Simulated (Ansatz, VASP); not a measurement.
**Nb3N4: VASP beside Ansatz**

```
CELL_PARAMETERS angstrom
4.71341 0.00000 0.00000
0.00000 4.71341 0.00000
0.00000 0.00000 4.71341
ATOMIC_POSITIONS crystal
Nb 0.00000 0.00000 0.50000
Nb 0.50000 0.00000 0.00000
Nb 0.00000 0.50000 0.00000
N 0.76187 0.23813 0.23813
N 0.23813 0.76187 0.23813
N 0.23813 0.23813 0.76187
N 0.76187 0.76187 0.76187
```

Change from the starting cell: species swapped into the Si3As4 type (P-43m, No. 215).

Alike in both runs: functional PBE; k mesh 4 × 4 × 4; occupations gaussian, width 0.1 eV; no spin polarisation.

Ansatz relaxed the structure, and its values are those at the end. VASP's run is a single point on that final structure, the one shown.

```csv
,VASP,Ansatz
version,VASP 6.6.1,Ansatz 0.2.0
potentials or method,"VASP PAW PBE potentials, release 64 (Nb_sv, N), cutoff 520 eV","scalar-relativistic, plane waves, PAW"
valence electrons in the cell,59,59
```

Ansatz gave:

- gap on the k mesh at the Fermi level (eV): none
- pressure (GPa): 0.3
- rms of the force components (eV/Å): 0.004

What did VASP give for the same quantities?

gap on the k mesh at the Fermi level (eV): none; pressure (GPa): -0.1; rms of the force components (eV/Å): 0.006.

A gap of «none» marks a metal or a gap that the smearing closes. With one functional, cell and mesh, what is left measures potentials, basis and numerics.
